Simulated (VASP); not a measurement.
Si2BO3: single point with PBE

The system is Si2BO3.

```
CELL_PARAMETERS angstrom
3.86802 0.00000 0.00000
0.00000 3.86802 0.00000
0.00000 0.00000 4.85957
ATOMIC_POSITIONS crystal
Si 0.50000 0.00000 0.57861
Si 0.00000 0.50000 0.57861
B 0.50000 0.50000 0.87522
O 0.00000 0.00000 0.48349
O 0.50000 0.00000 0.92013
O 0.00000 0.50000 0.92013
```

* Program: VASP 6.6.1
* Task: single point
* Functional: PBE
* Potentials or basis: VASP PAW PBE potentials, release 64 (Si, B, O)
* Cutoff: 520 eV
* k mesh: 10 × 10 × 8
* Occupations: gaussian, width 0.1 eV
* Spin: no spin polarisation
* Dipole correction: no
* Further INCAR settings: ALGO = Normal; EDIFF = 1e-07; NBANDS = 24

The pressure is 0.2 GPa and the largest force is 0.118 eV/Å.

Forces on the atoms (eV/Å):
```
Si   0.000  0.000 -0.118
Si   0.000  0.000 -0.118
B    0.000  0.000  0.023
O    0.000  0.000 -0.010
O    0.000  0.000  0.112
O    0.000  0.000  0.112
```

Stress tensor (GPa, compression positive):
```
-0.02  0.00  0.00
 0.00 -0.02  0.00
 0.00  0.00  0.69
```

Levels at points of the mesh, in eV from the Fermi level:
| k point | band 11 | band 12 | band 13 | band 14 | band 15 | band 16 | band 17 | band 18 |
| --- | --- | --- | --- | --- | --- | --- | --- | --- |
| (0.00, 0.00, 0.00) | -4.18 | -2.89 | -2.89 | -2.25 | -1.04 | 1.52 | 1.98 | 1.98 |
| (0.50, 0.00, 0.00) | -3.94 | -3.49 | -2.70 | -2.43 | 0.55 | 0.90 | 2.00 | 3.23 |
| (0.50, 0.50, 0.00) | -4.16 | -3.60 | -2.12 | 0.12 | 0.12 | 1.09 | 2.81 | 2.81 |
| (0.00, 0.00, 0.50) | -4.58 | -2.94 | -2.94 | -2.41 | -0.25 | 1.78 | 1.78 | 2.12 |
| (0.50, 0.00, 0.50) | -3.59 | -3.35 | -2.57 | -1.95 | 0.30 | 1.13 | 2.25 | 2.93 |
| (0.50, 0.50, 0.50) | -3.60 | -3.59 | -2.11 | 0.55 | 0.55 | 2.27 | 2.27 | 2.86 |

It took 3.7 min on 1 thread of Intel(R) Xeon(R) Platinum 8259CL CPU @ 2.50GHz (Skylake/Cascade Lake), with other jobs on the host, peak memory 0.28 GiB.

Caveat: an odd number of electrons without spin polarisation forces a metal; a magnetic or distorted state may lie lower.
